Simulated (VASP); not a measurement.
# C (a cell with a defect) in VASP: further runs, part 2 of 2

VASP 6.6.1.

### Step 3. Single point, PBE

The input, INCAR:

```
SYSTEM = C
PREC = Accurate
ENCUT = 520
EDIFF = 1E-7
ISMEAR = 0
SIGMA = 0.05
LREAL = Auto
LASPH = .True.
NELM = 100
ALGO = Normal
ISIF = 2
LWAVE = .False.
LCHARG = .False.
GGA = PE
NBANDS = 43
```

The input, KPOINTS:

```
regular mesh
0
Gamma
  6 6 6
  0 0 0
```

The input, POSCAR:

```
C
1.0
    3.5715485858      0.0000000000     -3.5715485858
    0.0000000000      3.5715485858     -3.5715485858
    3.5715485858      3.5715485858      0.0000000000
C
15
Direct
    0.2500000000      0.2500000000      0.2500000000
    0.2500000000      0.7500000000      0.7500000000
    0.2500000000      0.7500000000      0.2500000000
    0.7500000000      0.2500000000      0.7500000000
    0.7500000000      0.2500000000      0.2500000000
    0.7500000000      0.7500000000      0.7500000000
    0.7500000000      0.7500000000      0.2500000000
    0.1250000000      0.1250000000      0.1250000000
    0.1250000000      0.1250000000      0.6250000000
    0.1250000000      0.6250000000      0.1250000000
    0.0693680119      0.6718750000      0.6293784940
    0.6250000000      0.1250000000      0.1250000000
    0.6250000000      0.1250000000      0.6250000000
    0.6250000000      0.6250000000      0.1250000000
    0.6250000000      0.6250000000      0.6250000000
```

Potentials or basis: VASP PAW PBE potentials, release 64 (C).

Started as:

```console
$ cat potpaw_PBE.64/C/POTCAR > POTCAR
$ mpirun -np 1 vasp_std > vasp.out
```

OUTCAR:

```text
SYSTEM = C
   PREC = Accurate
   ENCUT = 520
   EDIFF = 1E-7
   ISMEAR = 0
   LREAL = Auto
   LASPH = .True.
   NELM = 100
   ISIF = 2
   GGA = PE

 ion  position               nearest neighbor table
   1  0.250  0.250  0.250-   8 1.55   9 1.55  10 1.55  12 1.55
   2  0.250  0.750  0.750-   9 1.55  10 1.55  15 1.55  11 1.59
   3  0.250  0.750  0.250-   8 1.55  10 1.55  14 1.55  11 1.59
   4  0.750  0.250  0.750-   9 1.55  12 1.55  13 1.55  15 1.55
   5  0.750  0.250  0.250-   8 1.55  12 1.55  13 1.55  14 1.55
   6  0.750  0.750  0.750-  11 1.32  13 1.55  14 1.55  15 1.55
   7  0.750  0.750  0.250-  10 1.55  12 1.55  14 1.55  15 1.55
   8  0.125  0.125  0.125-   1 1.55   3 1.55   5 1.55
[... 1324 lines left out ...]
     3.571548586  0.000000000 -3.571548586     0.139995296 -0.139995296 -0.139995296
     0.000000000  3.571548586 -3.571548586    -0.139995296  0.139995296 -0.139995296
     3.571548586  3.571548586  0.000000000     0.139995296  0.139995296  0.139995296

 POSITION                                       TOTAL-FORCE (eV/Angst)
 -----------------------------------------------------------------------------------
      1.78577      1.78577     -1.78577        -0.002041      0.002041     -0.644828
      3.57155      5.35732     -3.57155        -0.453098      0.927741      0.691648
      1.78577      3.57155     -3.57155        -0.927741      0.453098      0.691648
      5.35732      3.57155     -3.57155         0.162810      0.586268     -0.028176
      3.57155      1.78577     -3.57155        -0.586268     -0.162810     -0.028176
      5.35732      5.35732     -5.35732        -3.412855      3.412855      4.628751
      3.57155      3.57155     -5.35732         0.039726     -0.039726     -0.093925
      0.89289      0.89289     -0.89289         1.381619      1.386046      1.342003
      2.67866      2.67866     -0.89289        -1.386046     -1.381619      1.342003
      0.89289      2.67866     -2.67866         0.021787     -0.021787     -0.086287
      2.49561      4.64749     -2.64739         4.478472     -4.478472     -7.730317
      2.67866      0.89289     -2.67866        -0.017980      0.017980      0.028780
      4.46444      2.67866     -2.67866         1.025431     -1.025431     -1.484033
      2.67866      2.67866     -4.46444         0.477087      0.800901      0.685454
      4.46444      4.46444     -4.46444        -0.800901     -0.477087      0.685454
 -----------------------------------------------------------------------------------
    total drift:                               -0.002806      0.002807     -0.001449

  FREE ENERGIE OF THE ION-ELECTRON SYSTEM (eV)
  ---------------------------------------------------
  free  energy   TOTEN  =      -130.0860707103 eV

  energy  without entropy=     -130.0840470641  energy(sigma->0) =     -130.08505889
```

stdout:

```text
POSCAR found type information on POSCAR C
 POSCAR found :  1 types and      15 ions
 scaLAPACK will be used
 LDA part: xc-table for (Slater+PW92), standard interpolation
 POSCAR, INCAR and KPOINTS ok, starting setup
 FFT: planning ... GRIDC
 FFT: planning ... GRID_SOFT
 FFT: planning ... GRID
 WAVECAR not read
 entering main loop
```

Run time: 17 min. Hardware: 1 thread of Intel Xeon 8259CL, shared host; peak memory 0.32 GiB.

What came out:

- Free energy: -130.0861 eV
- Pressure: -0.2 GPa
- Largest force: 9.994 eV/Å
- Band gap on the k mesh: zero (bands 30 and 31 overlap by 1.72 eV)

Forces on the atoms (eV/Å):
```
C   -0.002  0.002 -0.645
C   -0.453  0.928  0.692
C   -0.928  0.453  0.692
C    0.163  0.586 -0.028
C   -0.586 -0.163 -0.028
C   -3.413  3.413  4.629
C    0.040 -0.040 -0.094
C    1.382  1.386  1.342
C   -1.386 -1.382  1.342
C    0.022 -0.022 -0.086
C    4.478 -4.478 -7.730
C   -0.018  0.018  0.029
C    1.025 -1.025 -1.484
C    0.477  0.801  0.685
C   -0.801 -0.477  0.685
```

Stress tensor (GPa, compression positive):
```
 0.99 -7.05 -1.38
-7.05  0.99  1.38
-1.38  1.38 -2.64
```

Caveat: the cell differs from its parent crystal (atoms taken out, atom 11 moved -0.125 of the way to it and +0.175 Å across, host rigid).

### Step 4. Single point, PBE

The input, INCAR:

```
ALGO = Normal ; EDIFF = 1E-7
ENCUT = 520 ; GGA = PE
ISIF = 2 ; ISMEAR = 0
LASPH = True ; LCHARG = False
LREAL = Auto ; LWAVE = False
NBANDS = 43 ; NELM = 60
PREC = Accurate ; SIGMA = 0.05
```

The input, KPOINTS:

```
k-points
0
Gamma
  6 6 6
```

POSCAR, as its differences from that of step 3:

```diff
@@ -18,3 +18,3 @@
     0.1250000000      0.6250000000      0.1250000000
-    0.0693680119      0.6718750000      0.6293784940
+    0.0762360239      0.5312500000      0.6962569881
     0.6250000000      0.1250000000      0.1250000000
```

Potentials or basis: VASP PAW PBE potentials, release 64 (C).

Started as:

```console
$ cat potpaw_PBE.64/C/POTCAR > POTCAR
$ mpirun -np 1 vasp_std > vasp.out
```

OUTCAR:

```text
EDIFF = 1E-7
   ENCUT = 520
   GGA = PE
   ISIF = 2
   ISMEAR = 0
   LASPH = True
   LREAL = Auto
   NELM = 60
   PREC = Accurate

 ion  position               nearest neighbor table
   1  0.250  0.250  0.250-   8 1.55   9 1.55  10 1.55  12 1.55
   2  0.250  0.750  0.750-   9 1.55  10 1.55  15 1.55  11 1.89
   3  0.250  0.750  0.250-   8 1.55  10 1.55  14 1.55  11 1.89
   4  0.750  0.250  0.750-   9 1.55  12 1.55  13 1.55  15 1.55
   5  0.750  0.250  0.250-   8 1.55  12 1.55  13 1.55  14 1.55
[... 1325 lines left out ...]
  volume of cell :       91.12
      direct lattice vectors                 reciprocal lattice vectors
     3.571548586  0.000000000 -3.571548586     0.139995296 -0.139995296 -0.139995296
     0.000000000  3.571548586 -3.571548586    -0.139995296  0.139995296 -0.139995296
     3.571548586  3.571548586  0.000000000     0.139995296  0.139995296  0.139995296

 POSITION                                       TOTAL-FORCE (eV/Angst)
 -----------------------------------------------------------------------------------
      1.78577      1.78577     -1.78577        -0.143448      0.143448     -0.670761
      3.57155      5.35732     -3.57155         1.541771      0.863051      0.475857
      1.78577      3.57155     -3.57155        -0.863051     -1.541771      0.475857
      5.35732      3.57155     -3.57155        -0.437685      0.584555      0.436239
      3.57155      1.78577     -3.57155        -0.584555      0.437685      0.436239
      5.35732      5.35732     -5.35732        -1.571955      1.571955      3.274777
      3.57155      3.57155     -5.35732         0.036934     -0.036934     -0.179816
      0.89289      0.89289     -0.89289         1.905480      2.566932      1.813058
      2.67866      2.67866     -0.89289        -2.566932     -1.905480      1.813058
      0.89289      2.67866     -2.67866         0.068511     -0.068511     -0.365848
      2.75900      4.38410     -2.16967         1.233324     -1.233324     -7.945590
      2.67866      0.89289     -2.67866         0.089812     -0.089812      0.004675
      4.46444      2.67866     -2.67866         2.667086     -2.667086     -2.183396
      2.67866      2.67866     -4.46444         0.025324      1.400617      1.307825
      4.46444      4.46444     -4.46444        -1.400617     -0.025324      1.307825
 -----------------------------------------------------------------------------------
    total drift:                               -0.001038      0.001038      0.002407

  FREE ENERGIE OF THE ION-ELECTRON SYSTEM (eV)
  ---------------------------------------------------
  free  energy   TOTEN  =      -127.4209532805 eV

  energy  without entropy=     -127.4171813320  energy(sigma->0) =     -127.41906731
```

stdout:

```text
POSCAR found type information on POSCAR C
 POSCAR found :  1 types and      15 ions
 scaLAPACK will be used
 LDA part: xc-table for (Slater+PW92), standard interpolation
 POSCAR, INCAR and KPOINTS ok, starting setup
 FFT: planning ... GRIDC
 FFT: planning ... GRID_SOFT
 FFT: planning ... GRID
 WAVECAR not read
 entering main loop
```

Run time: 17 min. Hardware: 1 thread of Intel Xeon 8259CL, shared host; peak memory 0.32 GiB.

Results:

```
Free energy            : -127.4210 eV
Pressure               : -5.1 GPa
Largest force          : 8.135 eV/Å
Band gap on the k mesh : zero (bands 30 and 31 overlap by 1.71 eV)
```

Forces on the atoms (eV/Å):
```
C   -0.143  0.143 -0.671
C    1.542  0.863  0.476
C   -0.863 -1.542  0.476
C   -0.438  0.585  0.436
C   -0.585  0.438  0.436
C   -1.572  1.572  3.275
C    0.037 -0.037 -0.180
C    1.905  2.567  1.813
C   -2.567 -1.905  1.813
C    0.069 -0.069 -0.366
C    1.233 -1.233 -7.946
C    0.090 -0.090  0.005
C    2.667 -2.667 -2.183
C    0.025  1.401  1.308
C   -1.401 -0.025  1.308
```

Caveat: the cell differs from its parent crystal (atoms taken out, atom 11 moved 0.250 of the way to it and +0.350 Å across, host rigid).

### Step 5. Single point, PBE

The input, INCAR:

```
PREC = Accurate ; ENCUT = 520
EDIFF = 1E-6 ; ISMEAR = 0
SIGMA = 0.05 ; LREAL = Auto
LASPH = True ; NELM = 60
ALGO = Normal ; ISIF = 2
LWAVE = False ; LCHARG = True
GGA = PE ; LELF = True
LVHAR = True ; NBANDS = 43
```

The input, KPOINTS:

```
regular mesh
0
Gamma
  6 6 6
```

POSCAR, as its differences from that of step 4:

```diff
@@ -18,3 +18,3 @@
     0.1250000000      0.6250000000      0.1250000000
-    0.0762360239      0.5312500000      0.6962569881
+    0.1806319881      0.5781250000      0.6206215060
     0.6250000000      0.1250000000      0.1250000000
```

Started as:

```console
$ cat potpaw_PBE.64/C/POTCAR > POTCAR
$ mpirun -np 1 vasp_std > vasp.out
```

Wall time 17 min (1 thread of Intel Xeon 8259CL, shared host); peak memory 0.33 GiB.

Results (log left out):

- Free energy: -129.4114 eV
- Pressure: -6.5 GPa
- Largest force: 5.847 eV/Å
- Band gap on the k mesh: zero (bands 30 and 31 overlap by 1.99 eV)

Forces on the atoms (eV/Å):
```
C   -0.016  0.016 -0.858
C    1.514 -0.558 -0.511
C    0.558 -1.514 -0.511
C    0.089  0.715 -0.202
C   -0.715 -0.089 -0.202
C    0.334 -0.334  0.833
C   -0.028  0.028  0.027
C    2.123  2.043  2.486
C   -2.043 -2.123  2.486
C   -0.046  0.046  0.129
C   -4.135  4.135  0.049
C    0.059 -0.059  0.080
C    1.866 -1.866 -2.401
C   -0.241 -0.679 -0.702
C    0.679  0.241 -0.702
```

Stress tensor (GPa, compression positive):
```
-9.78  5.60 -3.79
 5.60 -9.78  3.79
-3.79  3.79  0.04
```

Levels at points of the mesh, in eV from the Fermi level:
| k point | band 28 | band 29 | band 30 | band 31 | band 32 | band 33 |
| --- | --- | --- | --- | --- | --- | --- |
| (0.00, 0.00, 0.00) | -1.74 | -1.57 | 1.64 | 1.86 | 2.25 | 3.55 |
| (0.50, 0.00, 0.00) | -2.40 | -2.37 | -2.22 | 1.14 | 1.22 | 4.97 |
| (0.00, 0.50, 0.00) | -2.49 | -2.04 | -1.48 | 0.80 | 1.08 | 4.95 |
| (0.00, 0.00, 0.50) | -2.48 | -2.44 | -2.14 | 0.98 | 1.60 | 4.72 |
| (0.50, 0.50, 0.00) | -3.47 | -3.44 | -2.18 | 0.34 | 0.90 | 4.04 |
| (0.00, 0.50, 0.50) | -3.59 | -2.81 | -1.87 | 0.03 | 0.61 | 4.08 |

Caveat: the cell differs from its parent crystal (atoms taken out, atom 11 moved 0.125 of the way to it and -0.175 Å across, host rigid).

### Step 6. The runs side by side

| cell | gap on the mesh (eV) | pressure (GPa) | largest force (eV/Å) |
| --- | --- | --- | --- |
| as given, atomic positions A | none | -5.6 | 6.30 |
| as given, atomic positions B | none | -0.2 | 9.99 |
| as given, atomic positions C | none | -5.1 | 8.13 |
| as given, atomic positions D | none | -6.5 | 5.85 |

Alike in all rows: task single point; level PBE; potentials or basis VASP PAW PBE potentials, release 64 (C); no spin polarisation; k mesh 6 × 6 × 6; cutoff (eV) 520; smearing gaussian 0.05 eV.

Total energies depend on the potentials used, so only differences within one code and one set of settings carry meaning.
